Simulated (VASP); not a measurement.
Write the native input for VASP 6.6.1 that does the following.

```
Task                   : single point
Functional             : LDA
Potentials or basis    : VASP PAW LDA potentials, release 64 (Mg, Pb_d, N)
Cutoff                 : 520 eV
k mesh                 : 6 × 6 × 4
Occupations            : fermi-dirac, width 0.05 eV
Spin                   : no spin polarisation
Dipole correction      : no
Further INCAR settings : ALGO = Normal; EDIFF = 1e-07; NBANDS = 22
```

The structure of Mg2PbN2 lies in POSCAR:

```
Mg2PbN2
1.0
    3.5778423696      0.0000000000      0.0000000000
   -1.7889211848      3.0985093908      0.0000000000
    0.0000000000      0.0000000000      6.4771508787
Mg Pb N
2 1 2
Direct
    0.6666666667      0.3333333333      0.1387800000
    0.3333333333      0.6666666667      0.8612200000
    0.0000000000      0.0000000000      0.5000000000
    0.6666666667      0.3333333333      0.7974600000
    0.3333333333      0.6666666667      0.2025500000
```

The input as run:

INCAR

```
  ALGO = Normal
  EDIFF = 1E-7
  ENCUT = 520
  ISIF = 2
  ISMEAR = -1
  LASPH = True
  LCHARG = True
  LELF = True
  LREAL = False
  LVHAR = True
  LWAVE = False
  NBANDS = 22
  NELM = 100
  PREC = Accurate
  SIGMA = 0.05
```

KPOINTS

```
k-points
0
Gamma
  6 6 4
```

Potentials or basis: VASP PAW LDA potentials, release 64 (Mg, Pb_d, N).

Command:

```bash
$ cat potpaw_LDA.64/Mg/POTCAR potpaw_LDA.64/Pb_d/POTCAR potpaw_LDA.64/N/POTCAR > POTCAR
$ mpirun -np 1 vasp_std > vasp.out
```

It gave:

The pressure is -3.5 GPa and the largest force is 0.019 eV/Å. The band gap on the k mesh is zero (band 14 reaches 5.69 eV, above the bottom of band 15 at 5.60 eV).

Caveat: spin-orbit coupling is left out, which moves the levels of the heavy elements.

It took 26 s on 1 thread of Intel(R) Xeon(R) Platinum 8488C (Sapphire Rapids), with other jobs on the host, peak memory 0.18 GiB.
